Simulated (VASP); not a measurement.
# Al in VASP: notebook

Al is run at these levels: PBE; tasks: single point, relaxation of cell and atoms.

All numbers are computed with VASP 6.6.1; they aren't measurements. Logs are shortened: lines on timing, memory, paths and dates and some standing lists are left out, and cuts for length are marked.

### 1 The cell of the first run

The typed cell holds 2 atoms: a = 4.079 Å, b = 2.847 Å, c = 2.847 Å, α = 90.00°, β = 89.98°, γ = 90.07°.

### 2 Single point, PBE

Input file INCAR:

```
PREC = Accurate ; ENCUT = 520
EDIFF = 1E-7 ; ISMEAR = 0
SIGMA = 0.1 ; LREAL = F
LASPH = T ; NELM = 60
ALGO = Normal ; ISIF = 2
LWAVE = F ; LCHARG = F
GGA = PE ; NBANDS = 10
```

Input file KPOINTS:

```
Automatic mesh
0
Gamma
  6 6 6
```

Input file POSCAR:

```
Al
1.0
    3.9541176151      0.7752744645     -0.6320204025
   -0.4650825227      2.7638762936      0.5023681666
    0.5248887821     -0.4146820661      2.7675867296
Al
2
Direct
    0.5397895339      0.9881810501      0.3186384365
    1.0397833529      0.4880745351      0.8185915649
```

Potentials or basis: VASP PAW PBE potentials, release 64 (Al).

Launch:

```
$ cat potpaw_PBE.64/Al/POTCAR > POTCAR
$ mpirun -np 1 vasp_std > vasp.out
```

OUTCAR:

```text
PREC = Accurate
   ENCUT = 520
   EDIFF = 1E-7
   ISMEAR = 0
   LREAL = F
   LASPH = T
   NELM = 60
   ISIF = 2
   GGA = PE

 ion  position               nearest neighbor table
   1  0.540  0.988  0.319-   2 2.86   2 2.86   2 2.86   2 2.87   2 2.87   2 2.87   2 2.87   2 2.87

   2  0.040  0.488  0.819-   1 2.86   1 2.86   1 2.86   1 2.87   1 2.87   1 2.87   1 2.87   1 2.87

  LATTYP: Found a triclinic cell.
 ALAT       =     5.7299727635
 B/A-ratio  =     0.4969099386
 C/A-ratio  =     0.4969308375
 COS(alpha) =     0.0000124505
 COS(beta)  =     0.4960951750
 COS(gamma) =     0.4972108440

  Lattice vectors:

 A1 = (  -4.0139238745,  -3.1244686920,  -2.6379344937)
 A2 = (  -0.5248887821,   0.4146820661,  -2.7675867296)
 A3 = (   0.4650825227,  -2.7638762936,  -0.5023681666)

Analysis of symmetry for initial positions (statically):
=====================================================================
 Subroutine PRICEL returns:
 Original cell was already a primitive cell.

 Routine SETGRP: Setting up the symmetry group for a
 triclinic supercell.

 Subroutine GETGRP returns: Found  2 space group operations
 (whereof  1 operations were pure point group operations)
 out of a pool of  2 trial point group operations.

The static configuration has the point symmetry C_1 .
 The point group associated with its full space group is S_2 .

Analysis of symmetry for dynamics (positions and initial velocities):
=====================================================================
 Subroutine PRICEL returns:
 Original cell was already a primitive cell.

 Routine SETGRP: Setting up the symmetry group for a
 triclinic supercell.

 Subroutine GETGRP returns: Found  2 space group operations
 (whereof  1 operations were pure point group operations)
 out of a pool of  2 trial point group operations.

The dynamic configuration has the point symmetry C_1 .
 The point group associated with its full space group is S_2 .

 Subroutine INISYM returns: Found  2 space group operations
 (whereof  1 operations are pure point group operations),
 and found     1 'primitive' translations

----------------------------------------------------------------------------------------

                                     Primitive cell

  volume of cell :      33.0672

  direct lattice vectors                    reciprocal lattice vectors
     3.954117615  0.775274465 -0.632020403     0.237625174  0.046899809 -0.038039740
    -0.465082523  2.763876294  0.502368167    -0.056961396  0.340975842  0.061893260
[... 88 lines left out ...]
   NSW    =      0    number of steps for IOM
   IBRION =     -1    ionic relax: 0-MD 1-quasi-New 2-CG
   NFREE  =      0    steps in history (QN), initial steepest desc. (CG)
   ISIF   =      2    stress and relaxation
   ISYM   =      2    0-nonsym 1-usesym 2-fastsym
   POTIM  = 0.5000    time-step for ionic-motion
   TEBEG  =    0.0;   TEEND  =   0.0 temperature during run
   PSTRESS=    0.0 pullay stress
   NELECT =       6.0000    total number of electrons
   NUPDOWN=      -1.0000    fix difference up-down
   EMIN   =  10.00;   EMAX   =-10.00  energy-range for DOS
   EFERMI =   0.00;   METHOD = LEGACY
   ISMEAR =     0;   SIGMA  =   0.10  broadening in eV -4-tet -1-fermi 0-gaus
   EFERMI_NEDOS =   21; number of points for ismear=-14 and -15
   IALGO  =     38    algorithm
   IMIX   =      4    mixing-type and parameters
     AMIX     =   0.40;   BMIX     =  1.00
     AMIX_MAG =   1.60;   BMIX_MAG =  1.00
  volume/ion in A,a.u.               =      16.53       111.57
  Fermi-wavevector in a.u.,A,eV,Ry     =   0.926815  1.751426 11.687208  0.858986
  Thomas-Fermi vector in A             =   2.052818
   LORBIT       =      0    0 simple, 1 ext, 2 COOP (PROOUT), +10 PAW based schemes
   GGA     = PE    functional components
   LHFCALC =     F    Hartree Fock is set to
   AEXX    =    0.0000 exact exchange contribution
   IVDW    =     0    specifies the selected vdW correction
   LEPSILON=     F    determine dielectric tensor
   LRPA    =     F    only Hartree local field effects (RPA)
 non-spin polarized calculation
 Gauss-broadening in eV      SIGMA  =   0.10
  energy-cutoff  :      520.00
  volume of cell :       33.07
 maximum number of plane-waves:       911
   NGX = 15   NGY = 11   NGZ = 11

 number of electron       6.0000000 magnetization

 Free energy of the ion-electron system (eV)
  ---------------------------------------------------
  ext. energy  EPLUGINS =         0.00000000
  ---------------------------------------------------
  free energy    TOTEN  =        -7.58395772 eV

  energy without entropy =       -7.58275055  energy(sigma->0) =       -7.58335414

 E-fermi :   7.8603     XC(G=0): -10.1891

 val. band max:        7.7774932364   @ k =   0.1667  -0.3333   0.3333
 cond. band min:       8.0884491977   @ k =   0.5000  -0.3333   0.3333
 fundamental gap:      0.3109559613
 Fermi energy:         7.8603478359

 k-point     1 :       0.0000    0.0000    0.0000
  band No.  band energies     occupation
      1      -3.1414      2.00000
      2       4.9418      2.00000
      3       6.2003      2.00000
      4      13.3315      0.00000
      5      13.7211      0.00000
      6      13.7226      0.00000
      7      17.1928      0.00000
      8      20.4879      0.00000
      9      20.6386      0.00000
     10      20.6405      0.00000
[... 287 lines left out ...]
 k-point    24 :       0.5000   -0.0000    0.1667
  band No.  band energies     occupation
      1      -0.4359      2.00000
      2      -0.4342      2.00000
      3      11.0331      0.00000
      4      11.0411      0.00000
      5      16.0472      0.00000
      6      16.0486      0.00000
      7      16.3501      0.00000
      8      16.3549      0.00000
      9      17.6463      0.00000
     10      17.6492      0.00000

 [... further k-points ...]
[... 5 lines left out ...]
  --------------------------------------------------------------------------------------
  -------------------------------------------------------------------------------------
  Total       -0.0112406     -0.0206907     -0.0265998      0.0279569     -0.0059619     -0.0071813
  in kB       -0.5446296     -1.0025088     -1.2888200      1.3545747     -0.2888680     -0.3479497
  external PRESSURE =      -0.9453195 kB  Pullay stress =       0.0000000 kB

 VOLUME and BASIS-vectors are now :
 -----------------------------------------------------------------------------
  energy-cutoff  :      520.00
  volume of cell :       33.07
      direct lattice vectors                 reciprocal lattice vectors
     3.954117615  0.775274465 -0.632020403     0.237625174  0.046899809 -0.038039740
    -0.465082523  2.763876294  0.502368167    -0.056961396  0.340975842  0.061893260
     0.524888782 -0.414682066  2.767586730     0.064604859 -0.051183138  0.341403901

 POSITION                                       TOTAL-FORCE (eV/Angst)
 -----------------------------------------------------------------------------------
      1.84206      3.01756      1.03713        -0.000098     -0.000549     -0.000323
      0.35998      1.04037      2.48557         0.000098      0.000549      0.000323
 -----------------------------------------------------------------------------------
    total drift:                               -0.000004      0.000001      0.000005

  FREE ENERGIE OF THE ION-ELECTRON SYSTEM (eV)
  ---------------------------------------------------
  free  energy   TOTEN  =        -7.5839577229 eV

  energy  without entropy=       -7.5827505501  energy(sigma->0) =       -7.58335414
```

Run time: 11 s. Hardware: 1 thread of Intel Xeon 6975P-C (Granite Rapids), shared host; peak memory 0.14 GiB.

What came out:

```yaml
Free_energy: -7.5840 eV
Pressure: -0.1 GPa
Band_gap_on_the_k_mesh: zero (band 3 reaches 15.50 eV, above the bottom of band 4 at 3.61 eV)
```

Stress tensor (GPa, compression positive):
```
-0.05  0.14 -0.03
 0.14 -0.10 -0.03
-0.03 -0.03 -0.13
```

Caveat: the k points lie up to 0.37 Å⁻¹ apart.

### 3 Single point, PBE

This run uses another cell than the first one: it holds 1 atom, not 2.

Input file INCAR:

```
SYSTEM = Al
PREC = Accurate
ENCUT = 520
EDIFF = 1E-7
ISMEAR = 0
SIGMA = 0.1
LREAL = .FALSE.
LASPH = .TRUE.
NELM = 80
ALGO = Normal
ISIF = 2
LWAVE = .FALSE.
LCHARG = .FALSE.
GGA = PE
NBANDS = 8
```

Input file KPOINTS:

```
regular mesh
0
G
  24 24 24
  0 0 0
```

Input file POSCAR:

```
Al
1.0
    0.0000000000      2.0196660777      2.0196660777
    2.0196660777      0.0000000000      2.0196660777
    2.0196660777      2.0196660777      0.0000000000
Al
1
Direct
    0.5000000000      0.5000000000      0.5000000000
```

Potentials or basis: VASP PAW PBE potentials, release 64 (Al).

Launch:

```
$ cat potpaw_PBE.64/Al/POTCAR > POTCAR
$ mpirun -np 1 vasp_std > vasp.out
```

Wall time 16 s (1 thread of Intel Xeon 6975P-C (Granite Rapids), shared host); peak memory 0.15 GiB.

Results (log left out):

| Item | Value |
| --- | --- |
| Free energy | -3.7454 eV |
| Pressure | 0.0 GPa |

Levels at points of the mesh, in eV from the Fermi level:
```csv
k point,band 1,band 2,band 3,band 4,band 5
"(0.00, 0.00, 0.00)",-11.15,12.62,12.62,12.62,14.12
"(0.50, 0.00, 0.00)",-4.61,-4.39,11.42,11.42,11.46
"(0.50, 0.50, 0.00)",-2.94,-1.61,5.25,5.59,5.59
```

### 4 Relaxation of cell and atoms, PBE

This run uses another cell than the first one: it holds 1 atom, not 2.

Input file INCAR:

```
SYSTEM = Al
ALGO = Fast ; EDIFF = 1E-6
EDIFFG = -0.01 ; ENCUT = 600
GGA = PE ; IBRION = 2
ISIF = 3 ; ISMEAR = 0
LASPH = .True. ; LCHARG = .False.
LREAL = .False. ; LWAVE = .False.
NELM = 60 ; NSW = 100
PREC = Accurate ; SIGMA = 0.1
```

Input file KPOINTS:

```
k-points
0
Gamma
  24 24 24
  0 0 0
```

Input file POSCAR:

```
Al
1.0
    0.0000000000      2.0220273655      2.0220273655
    2.0220273655      0.0000000000      2.0220273655
    2.0220273655      2.0220273655      0.0000000000
Al
1
Direct
    0.5000000000      0.5000000000      0.5000000000
```

Launch:

```
$ cat potpaw_PBE.64/Al/POTCAR > POTCAR
$ mpirun -np 1 vasp_std > vasp.out
```

Run time: 14 s. Hardware: 1 thread of Intel Xeon 6975P-C (Granite Rapids), shared host; peak memory 0.16 GiB.

It converged, with:

* Free energy: -3.7455 eV
* Relaxed volume: 16.47 Å³/atom
* Relaxed cell: a = 2.856 Å, b = 2.856 Å, c = 2.856 Å, α = 60.00°, β = 60.00°, γ = 60.00°
* Space group after relaxing (to 0.05 Å): Fm-3m (No. 225)
* Energy gained by relaxing: 0.1 meV/atom
* Ionic steps: 2
* Pressure after relaxing: 0.0 GPa

Final structure:
```yaml
crystal:
  lattice:
    - [0.00000, 2.01920, 2.01920]
    - [2.01920, 0.00000, 2.01920]
    - [2.01920, 2.01920, 0.00000]
  atoms:
    - { symbol: Al, position: [0.50000, 0.50000, 0.50000] }
```

Levels at points of the mesh, in eV from the Fermi level:
```tsv
k point	band 1	band 2	band 3	band 4	band 5
(0.00, 0.00, 0.00)	-11.16	12.62	12.62	12.62	14.13
(0.50, 0.00, 0.00)	-4.61	-4.39	11.42	11.42	11.46
(0.50, 0.50, 0.00)	-2.94	-1.61	5.25	5.59	5.59
```

### 5 Single point, PBE

This run uses another cell than the first one: it holds 4 atoms, not 2.

Input file INCAR:

```
  PREC = Accurate
  ENCUT = 500
  EDIFF = 1E-6
  ISMEAR = 0
  SIGMA = 0.1
  LREAL = F
  LASPH = T
  NELM = 120
  ALGO = Normal
  ISIF = 2
  LWAVE = F
  LCHARG = T
  GGA = PE
  LELF = T
  LVHAR = T
  NBANDS = 14
  GGA_COMPAT = F
```

Input file KPOINTS:

```
regular mesh
0
Gamma
  6 6 4
```

Input file POSCAR:

```
Al
1.0
    2.0424133461     -2.0098412987      0.0000000000
    2.0424133461      2.0098412987      0.0000000000
    0.0000000000      0.0000000000      8.0717869526
Al
4
Direct
    0.7499948555      0.2500051445      0.1250154660
    0.7500051445      0.2499948555      0.6250154660
    0.2500051445      0.7499948555      0.8749845340
    0.2499948555      0.7500051445      0.3749845340
```

Launch:

```
$ cat potpaw_PBE.64/Al/POTCAR > POTCAR
$ mpirun -np 1 vasp_std > vasp.out
```

Wall time 10 s (1 thread of Intel Xeon 6975P-C (Granite Rapids), shared host); peak memory 0.17 GiB.

The run converged. Its results:

| Quantity | Value |
| --- | --- |
| Free energy | -15.0712 eV |
| Pressure | -0.1 GPa |
| Band gap on the k mesh | zero (band 6 reaches 13.33 eV, above the bottom of band 7 at 6.17 eV) |

Stress tensor (GPa, compression positive):
```
-0.03  0.00  0.00
 0.00 -0.05  0.00
 0.00  0.00 -0.17
```

Levels at points of the mesh, in eV from the Fermi level:
| k point | band 2 | band 3 | band 4 | band 5 | band 6 | band 7 | band 8 | band 9 | band 10 | band 11 |
| --- | --- | --- | --- | --- | --- | --- | --- | --- | --- | --- |
| (0.00, 0.00, 0.00) | -8.94 | -8.94 | -2.96 | -1.63 | 5.14 | 5.38 | 5.50 | 7.31 | 7.31 | 7.37 |
| (0.50, 0.00, 0.00) | -6.76 | -4.66 | -4.66 | -4.46 | -4.46 | 1.18 | 1.18 | 2.70 | 2.70 | 9.27 |
| (0.50, 0.50, 0.00) | -2.91 | -1.88 | -1.55 | -1.05 | -1.05 | -0.82 | -0.82 | 0.04 | 0.05 | 1.01 |
| (0.00, 0.00, 0.50) | -10.63 | -6.18 | -6.18 | 2.56 | 2.56 | 5.70 | 5.70 | 5.87 | 5.87 | 5.98 |
| (0.50, 0.00, 0.50) | -6.21 | -6.21 | -6.21 | -1.87 | -1.87 | -1.87 | -1.87 | 6.67 | 6.67 | 6.67 |
| (0.50, 0.50, 0.50) | -2.61 | -2.39 | -2.39 | -1.33 | -1.33 | -1.01 | -1.01 | 1.57 | 1.57 | 1.79 |

Caveat: the k points lie up to 0.37 Å⁻¹ apart.

### 6 Single point, PBE

This run uses another cell than the first one: it holds 1 atom, not 2.

Input file INCAR:

```
SYSTEM = Al
ALGO     = Normal         ! electronic algorithm
EDIFF    = 1E-6           ! SCF threshold, eV
ENCUT    = 500            ! plane-wave cutoff, eV
GGA      = PE             ! functional
GGA_COMPAT= .FALSE.      
ISIF     = 2              ! what is computed and relaxed
ISMEAR   = 0              ! smearing method
LASPH    = .TRUE.         ! aspherical terms in the spheres
LCHARG   = .TRUE.         ! write CHGCAR
LELF     = .TRUE.         ! ELF
LREAL    = .FALSE.        ! projectors in reciprocal space
LVHAR    = .TRUE.       
LWAVE    = .FALSE.        ! write WAVECAR
NBANDS   = 8              ! bands
NELM     = 120            ! most SCF steps
PREC     = Accurate       ! precision mode
SIGMA    = 0.1            ! smearing width, eV
```

Input file KPOINTS:

```
k-points
0
G
  24 24 24
  0 0 0
```

Input file POSCAR:

```
Al
1.0
    0.0000000000      2.0194979145      2.0194979145
    2.0194979145      0.0000000000      2.0194979145
    2.0194979145      2.0194979145      0.0000000000
Al
1
Direct
    0.5000000000      0.5000000000      0.5000000000
```

Potentials or basis: VASP PAW PBE potentials, release 64 (Al).

Launch:

```
$ cat potpaw_PBE.64/Al/POTCAR > POTCAR
$ mpirun -np 1 vasp_std > vasp.out
```

Wall time 14 s (1 thread of Intel Xeon 6975P-C (Granite Rapids), shared host); peak memory 0.16 GiB.

The run converged. Its results:

```yaml
Free_energy: -3.7454 eV
Pressure: 0.0 GPa
```

Levels at points of the mesh, in eV from the Fermi level:
| k point | band 1 | band 2 | band 3 | band 4 | band 5 | band 6 |
| --- | --- | --- | --- | --- | --- | --- |
| (0.00, 0.00, 0.00) | -11.16 | 12.62 | 12.62 | 12.62 | 14.12 | 14.12 |
| (0.50, 0.00, 0.00) | -4.61 | -4.39 | 11.42 | 11.42 | 11.46 | 11.46 |
| (0.50, 0.50, 0.00) | -2.94 | -1.61 | 5.25 | 5.59 | 5.59 | 9.07 |

### 7 The runs side by side

```csv
task,cell,k mesh,cutoff (eV),gap on the mesh (eV),pressure (GPa)
single point,"a = 4.079, b = 2.847, c = 2.847 Å, angles 90.0, 90.0, 90.1°, 2 atoms",6 × 6 × 6,520,none,-0.1
single point,"a = 2.856 Å, angles 60.0°, 1 atom",24 × 24 × 24,520,none,0.0
relaxation of cell and atoms,"relaxed from a = 2.860 Å, angles 60.0°, 1 atom",24 × 24 × 24,600,none,0.0
single point,"a = 2.865, b = 2.865, c = 8.072 Å, angles 90.0, 90.0, 89.1°, 4 atoms",6 × 6 × 4,500,none,-0.1
single point,"a = 2.856 Å, angles 60.0°, 1 atom",24 × 24 × 24,500,none,0.0
```

Alike in all rows: level PBE; potentials or basis VASP PAW PBE potentials, release 64 (Al); no spin polarisation; smearing gaussian 0.1 eV.

Caveats: some runs use coarse meshes.

Absolute energies hang on the potentials; compare differences alone.
